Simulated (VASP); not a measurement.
Write the native input for VASP 6.6.1 that does the following.

| Property | Result |
| --- | --- |
| Task | relaxation of shape and atoms at fixed volume |
| Functional | PBE |
| Potentials or basis | VASP PAW PBE potentials, release 64 (Mg, B) |
| Cutoff | 600 eV |
| k mesh | 15 × 15 × 12 |
| Occupations | gaussian, width 0.1 eV |
| Spin | no spin polarisation |
| Dipole correction | no |
| Further INCAR settings | ALGO = Normal; EDIFF = 1e-06; IBRION = 2; EDIFFG = -0.01; NSW = 50; ISIF = 4 |

The structure of MgB2 lies in POSCAR:

```
MgB2
1.0
    3.1033251749      0.0000000000      0.0000000000
   -1.5516625875      2.6875584377      0.0000000000
    0.0000000000      0.0000000000      3.5669745407
Mg B
1 2
Direct
    0.0000000000      0.0000000000      0.0000000000
    0.3333333333      0.6666666667      0.5000000000
    0.6666666667      0.3333333333      0.5000000000
```

This cell differs from its parent crystal: volume scaled by 1.03.

The input as run:

INCAR

```
PREC = Accurate
ENCUT = 600
EDIFF = 1E-6
ISMEAR = 0
SIGMA = 0.1
LREAL = F
LASPH = T
NELM = 100
ALGO = Normal
ISIF = 4
LWAVE = F
LCHARG = F
GGA = PE
IBRION = 2
NSW = 50
EDIFFG = -0.01
```

KPOINTS

```
regular mesh
0
Gamma
  15 15 12
```

Potentials or basis: VASP PAW PBE potentials, release 64 (Mg, B).

Run with:

```console
$ cat potpaw_PBE.64/Mg/POTCAR potpaw_PBE.64/B/POTCAR > POTCAR
$ mpirun -np 1 vasp_std > vasp.out
```

Results of the run:

* Energy gained by relaxing: 0.2 meV/atom
* Ionic steps: 3
* Pressure after relaxing: -4.3 GPa
* Band gap on the k mesh: zero (band 4 reaches 6.82 eV, above the bottom of band 5 at 3.16 eV)

Wall time 35 s on 1 thread of Intel(R) Xeon(R) 6975P-C (Granite Rapids), on a shared host, peak memory 0.2 GiB.
